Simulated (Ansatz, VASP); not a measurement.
C in VASP and in Ansatz

Contents of INCAR:

```
SYSTEM = C
PREC = Accurate
ENCUT = 520
EDIFF = 1E-6
ISMEAR = 0
SIGMA = 0.05
LREAL = .FALSE.
LASPH = .TRUE.
NELM = 100
ALGO = Normal
ISIF = 2
LWAVE = .FALSE.
LCHARG = .FALSE.
GGA = PE
NBANDS = 36
```

File KPOINTS:

```
Automatic mesh
0
G
  12 12 2
  0 0 0
```

The input POSCAR:

```
C
1.0
    2.4701348328      0.0462520145      0.0462520145
   -1.1950119969      2.1160735088      0.0169294123
    0.2280742143      0.2280742143     12.1805302466
C
12
Direct
    0.0000000000      0.0000000000      0.1868593266
    0.0000000000      0.0000000000      0.6868593266
    0.0000000000      0.0000000000      0.3131406734
    0.0000000000      0.0000000000      0.8131406734
    0.3333333333      0.6666666667      0.5207665411
    0.6666666667      0.3333333333      0.0207665411
    0.3333333333      0.6666666667      0.9792334589
    0.6666666667      0.3333333333      0.4792334589
    0.3333333333      0.6666666667      0.6450950823
    0.6666666667      0.3333333333      0.1450950823
    0.3333333333      0.6666666667      0.8549049177
    0.6666666667      0.3333333333      0.3549049177
```

Input for Ansatz:

```yaml
crystal:
  lattice:
    - [2.4701348328, 0.0462520145, 0.0462520145]
    - [-1.1950119969, 2.1160735088, 0.0169294123]
    - [0.2280742143, 0.2280742143, 12.1805302466]
  atoms:
    - { symbol: C, position: [0.0, 0.0, 0.1868593266] }
    - { symbol: C, position: [0.0, 0.0, 0.6868593266] }
    - { symbol: C, position: [0.0, 0.0, 0.3131406734] }
    - { symbol: C, position: [0.0, 0.0, 0.8131406734] }
    - { symbol: C, position: [0.3333333333, 0.6666666667, 0.5207665411] }
    - { symbol: C, position: [0.6666666667, 0.3333333333, 0.0207665411] }
    - { symbol: C, position: [0.3333333333, 0.6666666667, 0.9792334589] }
    - { symbol: C, position: [0.6666666667, 0.3333333333, 0.4792334589] }
    - { symbol: C, position: [0.3333333333, 0.6666666667, 0.6450950823] }
    - { symbol: C, position: [0.6666666667, 0.3333333333, 0.1450950823] }
    - { symbol: C, position: [0.3333333333, 0.6666666667, 0.8549049177] }
    - { symbol: C, position: [0.6666666667, 0.3333333333, 0.3549049177] }
basis:
  ecutwfc: 520.0
kpoints:
  mp_grid: { grid: [12, 12, 2] }
hamiltonian:
  xc: pbe
  pseudopotentials: { kind: paw, azcp: { folder: soft_1 } }
scf:
  occupations: { method: gaussian, width: 0.05 }
output:
  forces: true
  stress: true
  eigenvalues: true
```

Change from the starting cell: equal engineering shear yz, xz and xy +0.0367, equal normal strain along x, y and z -0.0200.

Alike in both runs: task single point; functional PBE; k mesh 12 × 12 × 2; occupations gaussian, width 0.05 eV; no spin polarisation.

|  | VASP | Ansatz |
| --- | --- | --- |
| version | VASP 6.6.1 | Ansatz 0.2.0 |
| potentials or method | VASP PAW PBE potentials, release 64 (C), cutoff 520 eV | scalar-relativistic, plane waves, PAW |
| valence electrons in the cell | 48 | 48 |

Ansatz gave:

- gap on the k mesh at the Fermi level (eV): 3.90
- least direct gap on the mesh (eV): 4.80
- pressure (GPa): 30.8
- traceless stress, the component that is largest in VASP (GPa): -22.60
- rms of the force components (eV/Å): 0.154

Q: What did VASP give for the same quantities?

A: gap on the k mesh at the Fermi level (eV): 3.89; least direct gap on the mesh (eV): 4.80; pressure (GPa): 31.7; traceless stress, the component that is largest in VASP (GPa): -22.70; rms of the force components (eV/Å): 0.162.

Atom by atom the forces differ by 0.008 eV/Å (rms over components). Both programs put the cell under a high pressure, so it lies far from rest at this level.
